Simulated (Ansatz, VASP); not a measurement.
Given: the input of a run of Ansatz 0.2.0 on Nb.

input.yaml

```yaml
crystal:
  lattice:
    - [0.0, 2.115, 2.115]
    - [2.115, 0.0, 2.115]
    - [2.115, 2.115, 0.0]
  atoms:
    - { symbol: Nb, position: [0.0, 0.0, 0.0] }
hamiltonian:
  xc: pbe
  pseudopotentials: { kind: paw }
kpoints:
  mp_grid: { grid: [11, 11, 11] }
scf:
  occupations: { method: gaussian, width: 0.024 }
output:
  forces: true
  stress: true
  eigenvalues: true
```

Potentials or basis: Ansatz PAW.

Run with:

```bash
$ ansatz run input.yaml --threads 2 --pin off --max-ram 5632MiB --backend cpu --events-out ev --progress --plain --runs-dir out
```

**Question.** Set up the same calculation for VASP 6.6.1. Potentials there: VASP PAW PBE potentials, release 64 (Nb_sv).

**Answer.** As run (the cutoff follows the program's own potentials):

File INCAR:

```
SYSTEM = Nb
  PREC = Accurate
  ENCUT = 520
  EDIFF = 1E-6
  ISMEAR = 0
  SIGMA = 0.024
  LREAL = .False.
  LASPH = .True.
  NELM = 100
  ALGO = Normal
  ISIF = 2
  LWAVE = .False.
  LCHARG = .False.
  GGA = PE
  NBANDS = 12
```

KPOINTS

```
Automatic mesh
0
Gamma
  11 11 11
  0 0 0
```

The input POSCAR:

```
Nb
1.0
    0.0000000000      2.1150000000      2.1150000000
    2.1150000000      0.0000000000      2.1150000000
    2.1150000000      2.1150000000      0.0000000000
Nb
1
Direct
    0.0000000000      0.0000000000      0.0000000000
```

Potentials or basis: VASP PAW PBE potentials, release 64 (Nb_sv).

The run is started by

```sh
$ cat potpaw_PBE.64/Nb_sv/POTCAR > POTCAR
$ mpirun -np 1 vasp_std > vasp.out
```

Both were run:

|  | VASP | Ansatz | Ansatz less VASP |
| --- | --- | --- | --- |
| gap on the k mesh at the Fermi level (eV) | none | none | - |
| pressure (GPa) | -2.3 | -1.9 | +0.33 |

A gap of «none» marks a metal or a gap that the smearing closes.
